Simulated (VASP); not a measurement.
Wanted: the native input for a VASP 6.6.1 run.

```yaml
Task: single point
Functional: PBE
Potentials_or_basis: VASP PAW PBE potentials, release 64 (Si, Sn_d)
Cutoff: 520 eV
k_mesh: 12 × 12 × 12
Occupations: gaussian, width 0.1 eV
Spin: no spin polarisation
Dipole_correction: no
Further_INCAR_settings: ALGO = Normal; EDIFF = 1e-06; NBANDS = 21
```

The structure of Si3Sn lies in POSCAR:

```
Si3Sn
1.0
    4.2041335203      0.0000000000      0.0000000000
    0.0000000000      4.2041335203      0.0000000000
    0.0000000000      0.0000000000      4.2041335203
Si Sn
3 1
Direct
    0.5000000000      0.5000000000      0.0000000000
    0.5000000000      0.0000000000      0.5000000000
    0.0000000000      0.5000000000      0.5000000000
    0.0000000000      0.0000000000      0.0000000000
```

The cell was built from a structure type or drawn by symmetry, and may not be a known phase.

These files were run (other wordings do the same):

INCAR

```
SYSTEM = Si3Sn
  PREC = Accurate
  ENCUT = 520
  EDIFF = 1E-6
  ISMEAR = 0
  SIGMA = 0.1
  LREAL = .FALSE.
  LASPH = .TRUE.
  NELM = 60
  ALGO = Normal
  ISIF = 2
  LWAVE = .FALSE.
  LCHARG = .FALSE.
  GGA = PE
  NBANDS = 21
```

KPOINTS

```
regular mesh
0
G
  12 12 12
  0 0 0
```

Potentials or basis: VASP PAW PBE potentials, release 64 (Si, Sn_d).

The run is started by

```bash
$ cat potpaw_PBE.64/Si/POTCAR potpaw_PBE.64/Sn_d/POTCAR > POTCAR
$ mpirun -np 1 vasp_std > vasp.out
```

It gave:

The pressure is -0.1 GPa and the band gap on the k mesh is zero (bands 13 and 14 overlap by 2.84 eV).

Caveat: spin-orbit coupling is left out, which moves the levels of the heavy elements.

It took 2 min on 1 thread of Intel Xeon 8259CL, on a shared host, peak memory 0.25 GiB.
